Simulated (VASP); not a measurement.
# I (Fmmm) in VASP: a series of runs

The runs below take I through single point, with BLYP, PBEsol, PBE+D3(BJ).

Program: VASP 6.6.1. These are calculated values, not measurements. Logs are shortened: lines on timing, memory, paths and dates and some standing lists are left out, and cuts for length are marked.

## (1) The cell of the first run

Symmetry: Fmmm, No. 69, orthorhombic system. Conventional cell: a = 4.325 Å, b = 4.667 Å, c = 7.714 Å, α = 90.00°, β = 90.00°, γ = 90.00°. I (site symmetry mmm) has 4 I at 3.18 Å within 4.2 Å.

## (2) Single point, BLYP

The input, INCAR:

```
AGGAC = 1.0
AGGAX = 1.0
ALDAC = 0.0
ALDAX = 1.0
ALGO = Normal
EDIFF = 1E-6
ENCUT = 520
GGA = B5
ISIF = 2
ISMEAR = -1
LASPH = T
LCHARG = T
LELF = T
LREAL = F
LVHAR = T
LWAVE = F
NBANDS = 10
NELM = 100
PREC = Accurate
SIGMA = 0.05
```

The input, KPOINTS:

```
k-points
0
Gamma
  9 9 9
```

The input, POSCAR:

```
I
1.0
    0.0000000000      2.3336289500      3.8569979773
    2.1626168959      0.0000000000      3.8569979773
    2.1626168959      2.3336289500      0.0000000000
I
1
Direct
    0.0000000000      0.0000000000      0.0000000000
```

Potentials or basis: VASP PAW PBE potentials, release 64 (I).

Started as:

```
> cat potpaw_PBE.64/I/POTCAR > POTCAR
> mpirun -np 1 vasp_std > vasp.out
```

OUTCAR:

```text
EDIFF = 1E-6
   ENCUT = 520
   GGA = B5
   ISIF = 2
   ISMEAR = -1
   LASPH = T
   LREAL = F
   NELM = 100
   PREC = Accurate

 ion  position               nearest neighbor table
   1  0.000  0.000  0.000-

  LATTYP: Found a face centered orthorhombic cell.
 ALAT       =     4.3252337918
 B/A-ratio  =     1.0790764441
 C/A-ratio  =     1.7834864717

  Lattice vectors:

 A1 = (   0.0000000000,   2.3336289500,   3.8569979773)
 A2 = (   2.1626168959,   0.0000000000,   3.8569979773)
 A3 = (   2.1626168959,   2.3336289500,   0.0000000000)

Analysis of symmetry for initial positions (statically):
=====================================================================
 Subroutine PRICEL returns:
 Original cell was already a primitive cell.

 Routine SETGRP: Setting up the symmetry group for a
 face centered orthorhombic supercell.

 Subroutine GETGRP returns: Found  8 space group operations
 (whereof  8 operations were pure point group operations)
 out of a pool of  8 trial point group operations.

The static configuration has the point symmetry D_2h.

Analysis of symmetry for dynamics (positions and initial velocities):
=====================================================================
 Subroutine PRICEL returns:
 Original cell was already a primitive cell.

 Routine SETGRP: Setting up the symmetry group for a
 face centered orthorhombic supercell.

 Subroutine GETGRP returns: Found  8 space group operations
 (whereof  8 operations were pure point group operations)
 out of a pool of  8 trial point group operations.

The dynamic configuration has the point symmetry D_2h.

 Subroutine INISYM returns: Found  8 space group operations
 (whereof  8 operations are pure point group operations),
 and found     1 'primitive' translations

----------------------------------------------------------------------------------------

                                     Primitive cell

  volume of cell :      38.9306

  direct lattice vectors                    reciprocal lattice vectors
     0.000000000  2.333628950  3.856997977    -0.231201375  0.214258569  0.129634499
     2.162616896  0.000000000  3.856997977     0.231201375 -0.214258569  0.129634499
     2.162616896  2.333628950  0.000000000     0.231201375  0.214258569 -0.129634499

  length of vectors
     4.508021459  4.421916466  3.181624729     0.340831210  0.340831210  0.340831210

  position of ions in fractional coordinates (direct lattice)
     0.000000000  0.000000000  0.000000000

  ion indices of the primitive-cell ions
   primitive index   ion index
                 1           1

----------------------------------------------------------------------------------------

 KPOINTS: k-points

Automatic generation of k-mesh.
 Grid dimensions read from file:
 generate k-points for:    9    9    9

 Generating k-lattice:

  Cartesian coordinates                     Fractional coordinates (reciprocal lattice)
    -0.025689042  0.023806508  0.014403833     0.111111111  0.000000000  0.000000000
     0.025689042 -0.023806508  0.014403833    -0.000000000  0.111111111 -0.000000000
     0.025689042  0.023806508 -0.014403833     0.000000000  0.000000000  0.111111111

  Length of vectors
     0.037870134  0.037870134  0.037870134

  Shift w.r.t. Gamma in fractional coordinates (k-lattice)
     0.000000000  0.000000000  0.000000000

 Subroutine IBZKPT returns following result:
 ===========================================

 Found    125 irreducible k-points:

 Following reciprocal coordinates:
            Coordinates               Weight
  0.000000  0.000000  0.000000      1.000000
  0.111111  0.000000  0.000000      8.000000
  0.222222  0.000000  0.000000      8.000000
  0.333333  0.000000  0.000000      8.000000
  0.444444  0.000000  0.000000      8.000000
  0.111111  0.111111  0.000000      2.000000
[... 16 lines left out ...]
 -0.333333  0.333333 -0.000000      4.000000
  0.444444  0.444444  0.000000      2.000000
 [... further k-points ...]
   k-points           NKPTS =    125   k-points in BZ     NKDIM =    125   number of bands    NBANDS=     10
   number of dos      NEDOS =    301   number of ions     NIONS =      1
   total plane-waves  NPLWV =  31104
   dimension x,y,z NGX =    36 NGY =   36 NGZ =   24
   dimension x,y,z NGXF=    72 NGYF=   72 NGZF=   48
   ions per type =               1
   NGX,Y,Z   is equivalent  to a cutoff of  13.28, 13.53, 12.54 a.u.
   NGXF,Y,Z  is equivalent  to a cutoff of  26.55, 27.07, 25.08 a.u.
 SYSTEM =  unknown system
   PREC   = accura    normal or accurate (medium, high low for compatibility)
   ISTART =      0    job   : 0-new  1-cont  2-samecut
   ICHARG =      2    charge: 1-file 2-atom 10-const
   ISPIN  =      1    spin polarized calculation?
   LNONCOLLINEAR =      F non collinear calculations
   LSORBIT =      F    spin-orbit coupling
   LASPH  =      T    aspherical Exc in radial PAW
   ENCUT  =  520.0 eV  38.22 Ry    6.18 a.u.   8.38  8.22  5.92*2*pi/ulx,y,z
   NELM   =    100;   NELMIN=  2; NELMDL= -5     # of ELM steps
   EDIFF  = 0.1E-05   stopping-criterion for ELM
   LREAL  =      F    real-space projection
   EDIFFG = 0.1E-04   stopping-criterion for IOM
   NSW    =      0    number of steps for IOM
   IBRION =     -1    ionic relax: 0-MD 1-quasi-New 2-CG
   NFREE  =      0    steps in history (QN), initial steepest desc. (CG)
   ISIF   =      2    stress and relaxation
   ISYM   =      2    0-nonsym 1-usesym 2-fastsym
   POTIM  = 0.5000    time-step for ionic-motion
   TEBEG  =    0.0;   TEEND  =   0.0 temperature during run
   PSTRESS=    0.0 pullay stress
   NELECT =       7.0000    total number of electrons
   NUPDOWN=      -1.0000    fix difference up-down
   EMIN   =  10.00;   EMAX   =-10.00  energy-range for DOS
   EFERMI =   0.00;   METHOD = LEGACY
   ISMEAR =    -1;   SIGMA  =   0.05  broadening in eV -4-tet -1-fermi 0-gaus
   EFERMI_NEDOS =   21; number of points for ismear=-14 and -15
   IALGO  =     38    algorithm
   IMIX   =      4    mixing-type and parameters
     AMIX     =   0.40;   BMIX     =  1.00
     AMIX_MAG =   1.60;   BMIX_MAG =  1.00
  volume/ion in A,a.u.               =      38.93       262.72
  Fermi-wavevector in a.u.,A,eV,Ry     =   0.924011  1.746128 11.616610  0.853797
  Thomas-Fermi vector in A             =   2.049710
   LORBIT       =      0    0 simple, 1 ext, 2 COOP (PROOUT), +10 PAW based schemes
   GGA     = B5    functional components
   LHFCALC =     F    Hartree Fock is set to
   AEXX    =    0.0000 exact exchange contribution
   IVDW    =     0    specifies the selected vdW correction
   LEPSILON=     F    determine dielectric tensor
   LRPA    =     F    only Hartree local field effects (RPA)
 non-spin polarized calculation
  energy-cutoff  :      520.00
  volume of cell :       38.93
 maximum number of plane-waves:      1064
 NGX is ok and might be reduce to    36
   NGX = 17   NGY = 17   NGZ = 11

 number of electron       6.9999999 magnetization

 Free energy of the ion-electron system (eV)
  ---------------------------------------------------
  ext. energy  EPLUGINS =         0.00000000
  ---------------------------------------------------
  free energy    TOTEN  =        -0.94164211 eV

  energy without entropy =       -0.93703554  energy(sigma->0) =       -0.93933882

 E-fermi :   4.3887     XC(G=0):  -7.9322

 val. band max:        4.3819489647   @ k =  -0.2222   0.0000   0.1111
 cond. band min:       4.4236380932   @ k =  -0.1111   0.1111   0.1111
 fundamental gap:      0.0416891285
 Fermi energy:         4.3886519066

 k-point     1 :       0.0000    0.0000    0.0000
  band No.  band energies     occupation
      1      -9.7596      2.00000
      2       2.3198      2.00000
      3       5.1926      0.00000
      4       5.4799      0.00000
      5       8.9234      0.00000
      6      11.9362      0.00000
      7      12.9041      0.00000
      8      16.5462      0.00000
      9      16.8970      0.00000
     10      17.0330      0.00000

 k-point     2 :       0.1111    0.0000    0.0000
  band No.  band energies     occupation
      1      -9.6203      2.00000
      2       2.3140      2.00000
      3       4.1803      1.96948
      4       5.4350      0.00000
      5       9.2858      0.00000
      6      12.3877      0.00000
      7      13.9200      0.00000
      8      14.4180      0.00000
      9      16.8799      0.00000
     10      17.6814      0.00000

 k-point     3 :       0.2222    0.0000    0.0000
  band No.  band energies     occupation
      1      -9.2296      2.00000
      2       2.0068      2.00000
      3       2.4487      2.00000
      4       5.6563      0.00000
      5      10.0332      0.00000
      6      12.5282      0.00000
      7      12.8183      0.00000
      8      16.6660      0.00000
      9      17.3335      0.00000
     10      18.1485      0.00000

 k-point     4 :       0.3333    0.0000    0.0000
  band No.  band energies     occupation
      1      -8.6930      2.00000
      2       0.2224      2.00000
      3       2.4436      2.00000
      4       5.9450      0.00000
      5       9.8428      0.00000
      6      12.8155      0.00000
      7      13.2804      0.00000
      8      16.6434      0.00000
      9      18.1376      0.00000
     10      18.8478      0.00000
[... 222 lines left out ...]
 k-point    22 :      -0.4444    0.3333   -0.0000
  band No.  band energies     occupation
      1      -9.0192      2.00000
      2       0.6884      2.00000
      3       1.9149      2.00000
      4       5.4867      0.00000
      5      12.2412      0.00000
      6      13.2926      0.00000
      7      15.6162      0.00000
      8      17.8230      0.00000
      9      18.3169      0.00000
     10      18.6706      0.00000

 k-point    23 :      -0.3333    0.3333   -0.0000
  band No.  band energies     occupation
      1      -8.5494      2.00000
      2       0.1178      2.00000
      3       1.3015      2.00000
      4       5.8368      0.00000
      5      11.8567      0.00000
      6      12.8384      0.00000
      7      14.9865      0.00000
      8      16.9261      0.00000
      9      18.9320      0.00000
     10      19.2786      0.00000

 k-point    24 :       0.4444    0.4444    0.0000
  band No.  band energies     occupation
      1      -9.4926      2.00000
      2       0.1150      2.00000
      3       4.9532      0.00002
      4       5.2633      0.00000
      5      11.4131      0.00000
      6      11.9565      0.00000
      7      15.1184      0.00000
      8      19.4439      0.00000
      9      19.4683      0.00000
     10      19.6493      0.00000

 [... further k-points ...]
[... 5 lines left out ...]
  --------------------------------------------------------------------------------------
  -------------------------------------------------------------------------------------
  Total        1.3428279      1.3739527      0.6070451     -0.0000000      0.0000000      0.0000000
  in kB       55.2637209     56.5446563     24.9827802     -0.0000000      0.0000000      0.0000000
  external PRESSURE =      45.5970525 kB  Pullay stress =       0.0000000 kB

 VOLUME and BASIS-vectors are now :
 -----------------------------------------------------------------------------
  energy-cutoff  :      520.00
  volume of cell :       38.93
      direct lattice vectors                 reciprocal lattice vectors
     0.000000000  2.333628950  3.856997977    -0.231201375  0.214258569  0.129634499
     2.162616896  0.000000000  3.856997977     0.231201375 -0.214258569  0.129634499
     2.162616896  2.333628950  0.000000000     0.231201375  0.214258569 -0.129634499

 POSITION                                       TOTAL-FORCE (eV/Angst)
 -----------------------------------------------------------------------------------
      0.00000      0.00000      0.00000        -0.000000      0.000000      0.000000
 -----------------------------------------------------------------------------------
    total drift:                                0.000000      0.000000      0.000000

  FREE ENERGIE OF THE ION-ELECTRON SYSTEM (eV)
  ---------------------------------------------------
  free  energy   TOTEN  =        -0.9416421082 eV

  energy  without entropy=       -0.9370355392  energy(sigma->0) =       -0.93933882
```

Wall time 20 s (1 thread of Intel Xeon 6975P-C (Granite Rapids), shared host); peak memory 0.2 GiB.

What came out:

```
Free energy : -0.9416 eV
Pressure    : 4.6 GPa
```

Stress tensor (GPa, compression positive):
```
5.53 0.00 0.00
0.00 5.65 0.00
0.00 0.00 2.50
```

Caveat: the PAW data sets were made with another functional, which shifts forces and pressure a little; spin-orbit coupling is left out, which moves the levels of the heavy elements; an odd number of electrons without spin polarisation forces a metal; a magnetic or distorted state may lie lower.

[end of part 1 of 2]
